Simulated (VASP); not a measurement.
# Pb: single point with PBEsol

The system is Pb.

```
CELL_PARAMETERS angstrom
3.59349 0.00000 0.00000
-1.79674 3.11205 0.00000
0.00000 0.00000 11.72070
ATOMIC_POSITIONS crystal
Pb 0.66667 0.33333 0.75000
Pb 0.00000 0.00000 0.50000
Pb 0.33333 0.66667 0.25000
Pb 0.00000 0.00000 0.00000
```

This cell differs from its parent crystal: volume scaled by 1.06.

```
Program                : VASP 6.6.1
Task                   : single point
Functional             : PBEsol
Potentials or basis    : VASP PAW PBE potentials, release 64 (Pb_d)
Cutoff                 : 520 eV
k mesh                 : 9 × 9 × 3
Occupations            : fermi-dirac, width 0.05 eV
Spin                   : no spin polarisation
Dipole correction      : no
Further INCAR settings : ALGO = Fast; EDIFF = 1e-07; NBANDS = 36
```

```
Pressure               : -3.7 GPa
Band gap on the k mesh : zero (band 28 reaches 11.49 eV, above the bottom of band 29 at 4.38 eV)
```

Stress tensor (GPa, compression positive):
```
-3.77  0.00  0.00
 0.00 -3.77  0.00
 0.00  0.00 -3.47
```

Levels at points of the mesh, in eV from the Fermi level:
```
           k point  band 25  band 26  band 27  band 28  band 29  band 30  band 31  band 32
(0.00, 0.00, 0.00)    -3.83     0.65     0.66     5.15     5.15     5.86     5.86     5.94
```

Wall time 4.6 min on 1 thread of Intel Xeon 6975P-C (shared host), peak memory 0.29 GiB.

Caveat: the PAW data sets were made with another functional, which shifts forces and pressure a little; spin-orbit coupling is left out, which moves the levels of the heavy elements.
